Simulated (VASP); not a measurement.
# Bi (Im-3m) in VASP: notebook

Bi is run at these levels: r2SCAN; tasks: single point, relaxation of cell and atoms.

Everything below comes from runs of VASP 6.6.1. Logs are shortened: lines on timing, memory, paths and dates and some standing lists are left out, and cuts for length are marked.

## Step 1: The cell of the first run

The structure is cubic, space group Im-3m (No. 229). Conventional cell: a = 3.920 Å, b = 3.920 Å, c = 3.920 Å, α = 90.00°, β = 90.00°, γ = 90.00°. Bi (site symmetry m-3m) has 14 Bi at 3.40 to 3.92 Å within 4.5 Å.

This isn't the form of Bi at room conditions, which is rhombohedral.

## Step 2: Single point, r2SCAN (30.13 Å³/atom)

File POSCAR:

```
Bi
1.0
   -1.9601920869      1.9601920869      1.9601920869
    1.9601920869     -1.9601920869      1.9601920869
    1.9601920869      1.9601920869     -1.9601920869
Bi
1
Direct
    0.0000000000      0.0000000000      0.0000000000
```

File INCAR.step1:

```
SYSTEM = Bi
PREC = Accurate
ENCUT = 520
ISMEAR = 0
SIGMA = 0.1
LREAL = .False.
LASPH = .True.
NELM = 100
NBANDS = 14
GGA = PE
ALGO = Normal
EDIFF = 1E-4
LWAVE = .True.
LCHARG = .False.
```

File INCAR.step2:

```
SYSTEM = Bi
PREC = Accurate
ENCUT = 520
EDIFF = 1E-7
ISMEAR = 0
SIGMA = 0.1
LREAL = .False.
LASPH = .True.
NELM = 100
ALGO = Normal
ISIF = 2
LWAVE = .False.
LCHARG = .False.
METAGGA = R2SCAN
LMIXTAU = .True.
NBANDS = 14
ISTART = 1
```

File KPOINTS:

```
Automatic mesh
0
Gamma
  16 16 16
  0 0 0
```

Potentials or basis: VASP PAW PBE potentials, release 64 (Bi_d).

The run is started by

```
$ cat potpaw_PBE.64/Bi_d/POTCAR > POTCAR
$ cp INCAR.step1 INCAR
$ mpirun -np 1 vasp_std > vasp.out
$ cp INCAR.step2 INCAR
$ mpirun -np 1 vasp_std > vasp.out
```

OUTCAR:

```text
SYSTEM = Bi
   PREC = Accurate
   ENCUT = 520
   EDIFF = 1E-7
   ISMEAR = 0
   LREAL = .False.
   LASPH = .True.
   NELM = 100
   ISIF = 2
   METAGGA = R2SCAN
   ISTART = 1

 ion  position               nearest neighbor table
   1  0.000  0.000  0.000-

  LATTYP: Found a body centered cubic cell.
 ALAT       =     3.9203841738

  Lattice vectors:

 A1 = (  -1.9601920869,   1.9601920869,   1.9601920869)
 A2 = (   1.9601920869,  -1.9601920869,   1.9601920869)
 A3 = (   1.9601920869,   1.9601920869,  -1.9601920869)

Analysis of symmetry for initial positions (statically):
=====================================================================
 Subroutine PRICEL returns:
 Original cell was already a primitive cell.

 Routine SETGRP: Setting up the symmetry group for a
 body centered cubic supercell.

 Subroutine GETGRP returns: Found 48 space group operations
 (whereof 48 operations were pure point group operations)
 out of a pool of 48 trial point group operations.

The static configuration has the point symmetry O_h .

Analysis of symmetry for dynamics (positions and initial velocities):
=====================================================================
 Subroutine PRICEL returns:
 Original cell was already a primitive cell.

 Routine SETGRP: Setting up the symmetry group for a
 body centered cubic supercell.

 Subroutine GETGRP returns: Found 48 space group operations
 (whereof 48 operations were pure point group operations)
 out of a pool of 48 trial point group operations.

The dynamic configuration has the point symmetry O_h .

 Subroutine INISYM returns: Found 48 space group operations
 (whereof 48 operations are pure point group operations),
 and found     1 'primitive' translations

----------------------------------------------------------------------------------------

                                     Primitive cell

  volume of cell :      30.1270

  direct lattice vectors                    reciprocal lattice vectors
    -1.960192087  1.960192087  1.960192087     0.000000000  0.255077042  0.255077042
     1.960192087 -1.960192087  1.960192087     0.255077042  0.000000000  0.255077042
     1.960192087  1.960192087 -1.960192087     0.255077042  0.255077042  0.000000000

  length of vectors
     3.395152287  3.395152287  3.395152287     0.360733413  0.360733413  0.360733413

  position of ions in fractional coordinates (direct lattice)
     0.000000000  0.000000000  0.000000000

  ion indices of the primitive-cell ions
   primitive index   ion index
                 1           1

----------------------------------------------------------------------------------------

 KPOINTS: Automatic mesh

Automatic generation of k-mesh.
 Grid dimensions read from file:
 generate k-points for:   16   16   16

 Generating k-lattice:

  Cartesian coordinates                     Fractional coordinates (reciprocal lattice)
     0.000000000  0.015942315  0.015942315     0.062500000  0.000000000  0.000000000
     0.015942315  0.000000000  0.015942315     0.000000000  0.062500000  0.000000000
     0.015942315  0.015942315  0.000000000     0.000000000  0.000000000  0.062500000

  Length of vectors
     0.022545838  0.022545838  0.022545838

  Shift w.r.t. Gamma in fractional coordinates (k-lattice)
     0.000000000  0.000000000  0.000000000

 Subroutine IBZKPT returns following result:
 ===========================================

 Found    145 irreducible k-points:

 Following reciprocal coordinates:
            Coordinates               Weight
  0.000000  0.000000  0.000000      1.000000
  0.062500  0.000000  0.000000     12.000000
  0.125000  0.000000  0.000000     12.000000
  0.187500  0.000000  0.000000     12.000000
  0.250000  0.000000  0.000000     12.000000
  0.312500  0.000000  0.000000     12.000000
[... 16 lines left out ...]
  0.187500  0.187500  0.000000     24.000000
  0.250000  0.187500 -0.000000     48.000000
 [... further k-points ...]
   k-points           NKPTS =    145   k-points in BZ     NKDIM =    145   number of bands    NBANDS=     14
   number of dos      NEDOS =    301   number of ions     NIONS =      1
   total plane-waves  NPLWV =  21952
   dimension x,y,z NGX =    28 NGY =   28 NGZ =   28
   dimension x,y,z NGXF=    56 NGYF=   56 NGZF=   56
   ions per type =               1
   NGX,Y,Z   is equivalent  to a cutoff of  13.71, 13.71, 13.71 a.u.
   NGXF,Y,Z  is equivalent  to a cutoff of  27.42, 27.42, 27.42 a.u.
 SYSTEM =  Bi
   PREC   = accura    normal or accurate (medium, high low for compatibility)
   ISTART =      1    job   : 0-new  1-cont  2-samecut
   ICHARG =      0    charge: 1-file 2-atom 10-const
   ISPIN  =      1    spin polarized calculation?
   LNONCOLLINEAR =      F non collinear calculations
   LSORBIT =      F    spin-orbit coupling
   LASPH  =      T    aspherical Exc in radial PAW
   ENCUT  =  520.0 eV  38.22 Ry    6.18 a.u.   6.31  6.31  6.31*2*pi/ulx,y,z
   NELM   =    100;   NELMIN=  2; NELMDL=  0     # of ELM steps
   EDIFF  = 0.1E-06   stopping-criterion for ELM
   LREAL  =      F    real-space projection
   EDIFFG = 0.1E-05   stopping-criterion for IOM
   NSW    =      0    number of steps for IOM
   IBRION =     -1    ionic relax: 0-MD 1-quasi-New 2-CG
   NFREE  =      0    steps in history (QN), initial steepest desc. (CG)
   ISIF   =      2    stress and relaxation
   ISYM   =      2    0-nonsym 1-usesym 2-fastsym
   POTIM  = 0.5000    time-step for ionic-motion
   TEBEG  =    0.0;   TEEND  =   0.0 temperature during run
   PSTRESS=    0.0 pullay stress
   NELECT =      15.0000    total number of electrons
   NUPDOWN=      -1.0000    fix difference up-down
   EMIN   =  10.00;   EMAX   =-10.00  energy-range for DOS
   EFERMI =   0.00;   METHOD = LEGACY
   ISMEAR =     0;   SIGMA  =   0.10  broadening in eV -4-tet -1-fermi 0-gaus
   EFERMI_NEDOS =   21; number of points for ismear=-14 and -15
   IALGO  =     38    algorithm
   IMIX   =      4    mixing-type and parameters
     AMIX     =   0.40;   BMIX     =  1.00
     AMIX_MAG =   1.60;   BMIX_MAG =  1.00
  volume/ion in A,a.u.               =      30.13       203.31
  Fermi-wavevector in a.u.,A,eV,Ry     =   1.297538  2.451991 22.906821  1.683604
  Thomas-Fermi vector in A             =   2.428924
   LORBIT       =      0    0 simple, 1 ext, 2 COOP (PROOUT), +10 PAW based schemes
   METAGGA = R2SCAN    functional components
   LHFCALC =     F    Hartree Fock is set to
   AEXX    =    0.0000 exact exchange contribution
   IVDW    =     0    specifies the selected vdW correction
   LEPSILON=     F    determine dielectric tensor
   LRPA    =     F    only Hartree local field effects (RPA)
 non-spin polarized calculation
 Gauss-broadening in eV      SIGMA  =   0.10
  energy-cutoff  :      520.00
  volume of cell :       30.13
 maximum number of plane-waves:       856
 NGX is ok and might be reduce to    28
   NGX = 13   NGY = 13   NGZ = 13

 number of electron      14.9999998 magnetization

 Free energy of the ion-electron system (eV)
  ---------------------------------------------------
  ext. energy  EPLUGINS =         0.00000000
  ---------------------------------------------------
  free energy    TOTEN  =       -58.26507010 eV

  energy without entropy =      -58.26212539  energy(sigma->0) =      -58.26359774

 E-fermi :   8.2464     XC(G=0): -11.2408

 val. band max:        8.2376409807   @ k =   0.2500   0.2500   0.1250
 cond. band min:       8.2495788638   @ k =  -0.2500   0.3750   0.1250
 fundamental gap:      0.0119378831
 Fermi energy:         8.2464311096

 k-point     1 :       0.0000    0.0000    0.0000
  band No.  band energies     occupation
      1     -15.5333      2.00000
      2     -15.5333      2.00000
      3     -15.5333      2.00000
      4     -15.3745      2.00000
      5     -15.3745      2.00000
      6      -6.1179      2.00000
      7      13.8393      0.00000
      8      13.8393      0.00000
      9      13.8393      0.00000
     10      18.8119      0.00000
     11      19.5315      0.00000
     12      19.5315      0.00000
     13      19.5315      0.00000
     14      20.6297      0.00000

 k-point     2 :       0.0625    0.0000    0.0000
  band No.  band energies     occupation
      1     -15.5352      2.00000
      2     -15.5302      2.00000
      3     -15.5237      2.00000
      4     -15.3767      2.00000
      5     -15.3750      2.00000
      6      -6.0394      2.00000
      7      13.0281      0.00000
      8      13.5823      0.00000
      9      13.7705      0.00000
     10      18.6674      0.00000
     11      19.0349      0.00000
     12      19.4069      0.00000
     13      19.4473      0.00000
     14      20.9830      0.00000

 k-point     3 :       0.1250    0.0000    0.0000
  band No.  band energies     occupation
      1     -15.5405      2.00000
      2     -15.5216      2.00000
      3     -15.4962      2.00000
      4     -15.3827      2.00000
      5     -15.3762      2.00000
      6      -5.8051      2.00000
      7      11.3252      0.00000
      8      12.9510      0.00000
      9      13.5701      0.00000
     10      17.6223      0.00000
     11      18.3343      0.00000
     12      19.2615      0.00000
     13      20.3873      0.00000
     14      21.9015      0.00000

 k-point     4 :       0.1875    0.0000    0.0000
  band No.  band energies     occupation
      1     -15.5486      2.00000
      2     -15.5106      2.00000
      3     -15.4546      2.00000
      4     -15.3902      2.00000
      5     -15.3780      2.00000
      6      -5.4194      2.00000
      7       9.4118      0.00000
      8      12.1793      0.00000
      9      13.2657      0.00000
     10      16.7532      0.00000
     11      17.7178      0.00000
     12      19.3274      0.00000
     13      20.9569      0.00000
     14      23.1434      0.00000

 k-point     5 :       0.2500    0.0000    0.0000
  band No.  band energies     occupation
      1     -15.5580      2.00000
      2     -15.5016      2.00000
      3     -15.4051      2.00000
      4     -15.3955      2.00000
      5     -15.3800      2.00000
      6      -4.8932      2.00000
      7       7.5271      2.00000
      8      11.4257      0.00000
      9      12.9125      0.00000
     10      16.0718      0.00000
     11      17.2127      0.00000
[... 276 lines left out ...]
 k-point    22 :       0.4375    0.1250   -0.0000
  band No.  band energies     occupation
      1     -15.5663      2.00000
      2     -15.4928      2.00000
      3     -15.3913      2.00000
      4     -15.3850      2.00000
      5     -15.2886      2.00000
      6      -2.5374      2.00000
      7       3.0213      2.00000
      8       8.4650      0.00200
      9      11.2797      0.00000
     10      15.9453      0.00000
     11      18.3280      0.00000
     12      20.9232      0.00000
     13      22.0602      0.00000
     14      27.1377      0.00000

 k-point    23 :       0.1875    0.1875    0.0000
  band No.  band energies     occupation
      1     -15.5464      2.00000
      2     -15.4952      2.00000
      3     -15.4023      2.00000
      4     -15.3882      2.00000
      5     -15.3571      2.00000
      6      -4.1125      2.00000
      7       6.2076      2.00000
      8       9.0703      0.00000
      9      11.7702      0.00000
     10      17.0276      0.00000
     11      18.0133      0.00000
     12      20.6870      0.00000
     13      21.9276      0.00000
     14      23.7788      0.00000

 k-point    24 :       0.2500    0.1875   -0.0000
  band No.  band energies     occupation
      1     -15.5491      2.00000
      2     -15.4840      2.00000
      3     -15.3998      2.00000
      4     -15.3919      2.00000
      5     -15.3321      2.00000
      6      -3.4775      2.00000
      7       5.0857      2.00000
      8       8.1167      1.93348
      9      11.4162      0.00000
     10      16.8865      0.00000
     11      18.4270      0.00000
     12      20.8078      0.00000
     13      23.1463      0.00000
     14      23.5216      0.00000

 [... further k-points ...]

------------------------ aborting loop because EDIFF is reached ----------------------------------------

  FORCE on cell =-STRESS in cart. coord.  units (eV):
  Direction    XX          YY          ZZ          XY          YZ          ZX
  --------------------------------------------------------------------------------------
  -------------------------------------------------------------------------------------
  Total        0.3383475      0.3383475      0.3383475     -0.0000000      0.0000000      0.0000000
  in kB       17.9935814     17.9935814     17.9935814     -0.0000000      0.0000000      0.0000000
  external PRESSURE =      17.9935814 kB  Pullay stress =       0.0000000 kB

 VOLUME and BASIS-vectors are now :
 -----------------------------------------------------------------------------
  energy-cutoff  :      520.00
  volume of cell :       30.13
      direct lattice vectors                 reciprocal lattice vectors
    -1.960192087  1.960192087  1.960192087     0.000000000  0.255077042  0.255077042
     1.960192087 -1.960192087  1.960192087     0.255077042  0.000000000  0.255077042
     1.960192087  1.960192087 -1.960192087     0.255077042  0.255077042  0.000000000

 POSITION                                       TOTAL-FORCE (eV/Angst)
 -----------------------------------------------------------------------------------
      0.00000      0.00000      0.00000         0.000000      0.000000     -0.000000
 -----------------------------------------------------------------------------------
    total drift:                               -0.000000     -0.000000     -0.000000

  FREE ENERGIE OF THE ION-ELECTRON SYSTEM (eV)
  ---------------------------------------------------
  free  energy   TOTEN  =       -58.2650700960 eV

  energy  without entropy=      -58.2621253860  energy(sigma->0) =      -58.26359774
```

Run time: 2.1 min. Hardware: 1 thread of Intel Xeon 6975P-C (Granite Rapids), shared host; peak memory 0.2 GiB.

Results:

* Free energy: -58.2651 eV
* Pressure: 1.8 GPa
* Band gap on the k mesh: zero (an odd number of electrons rules out a gap without spin polarisation)

Levels at points of the mesh, in eV from the Fermi level:
| k point | band 3 | band 4 | band 5 | band 6 | band 7 | band 8 | band 9 | band 10 | band 11 | band 12 |
| --- | --- | --- | --- | --- | --- | --- | --- | --- | --- | --- |
| (0.00, 0.00, 0.00) | -23.78 | -23.62 | -23.62 | -14.36 | 5.59 | 5.59 | 5.59 | 10.57 | 11.29 | 11.29 |
| (0.50, 0.00, 0.00) | -23.63 | -23.63 | -23.52 | -10.92 | -5.51 | 1.63 | 3.82 | 6.69 | 8.08 | 13.48 |
| (0.50, 0.50, 0.50) | -23.54 | -23.54 | -23.54 | -8.45 | -2.06 | -2.06 | -2.06 | 3.97 | 3.97 | 16.33 |

Caveat: the PAW data sets were made with another functional, which shifts forces and pressure a little; spin-orbit coupling is left out, which moves the levels of the heavy elements.

## Step 3: Relaxation of cell and atoms, r2SCAN, target pressure 40.8 GPa, at which the enthalpy is minimised

This run uses another cell than the first one, of 31.12 Å³/atom.

File POSCAR:

```
Bi
1.0
   -1.9814305318      1.9814305318      1.9814305318
    1.9814305318     -1.9814305318      1.9814305318
    1.9814305318      1.9814305318     -1.9814305318
Bi
1
Direct
    0.0000000000      0.0000000000      0.0000000000
```

File INCAR.step1:

```
  PREC = Accurate
  ENCUT = 600
  ISMEAR = 0
  SIGMA = 0.1
  LREAL = False
  LASPH = True
  NELM = 100
  GGA = PE
  ALGO = Normal
  EDIFF = 1E-4
  LWAVE = True
  LCHARG = False
```

File INCAR.step2:

```
  PREC = Accurate
  ENCUT = 600
  EDIFF = 1E-6
  ISMEAR = 0
  SIGMA = 0.1
  LREAL = False
  LASPH = True
  NELM = 100
  ALGO = Normal
  ISIF = 3
  LWAVE = False
  LCHARG = False
  METAGGA = R2SCAN
  LMIXTAU = True
  IBRION = 2
  NSW = 80
  EDIFFG = -0.05
  PSTRESS = 408.0
  ISTART = 1
```

File KPOINTS:

```
regular mesh
0
Gamma
  8 8 8
```

Potentials or basis: VASP PAW PBE potentials, release 64 (Bi_d).

The run is started by

```
$ cat potpaw_PBE.64/Bi_d/POTCAR > POTCAR
$ cp INCAR.step1 INCAR
$ mpirun -np 1 vasp_std > vasp.out
$ cp INCAR.step2 INCAR
$ mpirun -np 1 vasp_std > vasp.out
```

Wall time 2.7 min (1 thread of Intel Xeon 6975P-C (Granite Rapids), shared host); peak memory 0.19 GiB.

Results (log left out):

| Property | Result |
| --- | --- |
| Free energy | -57.4055 eV |
| Relaxed volume | 22.23 Å³/atom |
| Relaxed cell | a = 3.068 Å, b = 3.068 Å, c = 3.068 Å, α = 109.47°, β = 109.47°, γ = 109.47° |
| Space group after relaxing (to 0.1 Å) | Im-3m (No. 229) |
| Energy change on relaxing (the run minimises the enthalpy) | +838.4 meV/atom |
| Ionic steps | 7 |
| Pressure after relaxing | 40.9 GPa |
| Band gap on the k mesh | zero (an odd number of electrons rules out a gap without spin polarisation) |

The path:
```tsv
step	energy change (eV)	largest force (eV/Å)	pressure (GPa)	volume (Å³)
1	0.0000	0.0000	-0.13	31.12
2	45.0287	0.0000	2261.36	7.29
3	0.0416	0.0000	5.85	28.58
4	0.1392	0.0000	12.04	26.79
5	1.0275	0.0000	48.11	21.55
6	0.7994	0.0000	39.47	22.39
7	0.8384	0.0000	40.93	22.23
```

Final structure:
```
Bi
1.0
    -1.77136    1.77136    1.77136
     1.77136   -1.77136    1.77136
     1.77136    1.77136   -1.77136
Bi
1
Cartesian
  0.0000 0.0000 0.0000
```

Levels at points of the mesh, in eV from the Fermi level:
```tsv
k point	band 4	band 5	band 6	band 7	band 8	band 9	band 10	band 11
(0.00, 0.00, 0.00)	-23.86	-23.86	-17.14	8.46	8.46	8.46	11.09	11.09
(0.50, 0.00, 0.00)	-23.87	-23.61	-11.42	-7.66	2.36	4.58	8.20	9.15
(0.50, 0.50, 0.50)	-23.67	-23.67	-7.05	-2.86	-2.86	-2.86	3.74	3.74
```

Caveat: the cell is relaxed towards a set pressure, so the run minimises the enthalpy, not the energy; the volume moved by over 15 % at a fixed basis, so the end points are rough; the PAW data sets were made with another functional, which shifts forces and pressure a little; spin-orbit coupling is left out, which moves the levels of the heavy elements.

## Step 4: Single point, r2SCAN (31.99 Å³/atom)

This run uses another cell than the first one, of 31.99 Å³/atom.

File POSCAR:

```
Bi
1.0
   -1.9998025990      1.9998025990      1.9998025990
    1.9998025990     -1.9998025990      1.9998025990
    1.9998025990      1.9998025990     -1.9998025990
Bi
1
Direct
    0.0000000000      0.0000000000      0.0000000000
```

File INCAR.step1:

```
PREC = Accurate
ENCUT = 520
ISMEAR = 0
SIGMA = 0.1
LREAL = F
LASPH = T
NELM = 100
NBANDS = 14
GGA = PE
ALGO = Normal
EDIFF = 1E-4
LWAVE = T
LCHARG = F
```

File INCAR.step2:

```
PREC = Accurate
ENCUT = 520
EDIFF = 1E-7
ISMEAR = 0
SIGMA = 0.1
LREAL = F
LASPH = T
NELM = 100
ALGO = Normal
ISIF = 2
LWAVE = F
LCHARG = T
METAGGA = R2SCAN
LMIXTAU = T
LELF = T
LVHAR = T
NBANDS = 14
ISTART = 1
```

File KPOINTS:

```
Automatic mesh
0
Gamma
  16 16 16
```

The run is started by

```
$ cat potpaw_PBE.64/Bi_d/POTCAR > POTCAR
$ cp INCAR.step1 INCAR
$ mpirun -np 1 vasp_std > vasp.out
$ cp INCAR.step2 INCAR
$ mpirun -np 1 vasp_std > vasp.out
```

Run time: 2.1 min. Hardware: 1 thread of Intel Xeon 6975P-C (Granite Rapids), shared host; peak memory 0.2 GiB.

It converged, with:

- Free energy: -58.2666 eV
- Pressure: -1.5 GPa
- Band gap on the k mesh: zero (an odd number of electrons rules out a gap without spin polarisation)

Levels at points of the mesh, in eV from the Fermi level:
| k point | band 3 | band 4 | band 5 | band 6 | band 7 | band 8 | band 9 | band 10 | band 11 | band 12 |
| --- | --- | --- | --- | --- | --- | --- | --- | --- | --- | --- |
| (0.00, 0.00, 0.00) | -23.71 | -23.58 | -23.58 | -13.92 | 5.15 | 5.15 | 5.15 | 9.76 | 11.29 | 11.29 |
| (0.50, 0.00, 0.00) | -23.59 | -23.59 | -23.50 | -10.83 | -5.13 | 1.52 | 3.63 | 6.48 | 7.93 | 13.14 |
| (0.50, 0.50, 0.50) | -23.52 | -23.52 | -23.52 | -8.65 | -1.91 | -1.91 | -1.91 | 4.04 | 4.04 | 16.16 |

Caveat: the PAW data sets were made with another functional, which shifts forces and pressure a little; spin-orbit coupling is left out, which moves the levels of the heavy elements.

[end of part 1 of 2]

The gap in the log of VASP goes by the Fermi energy; the results here count the filled bands.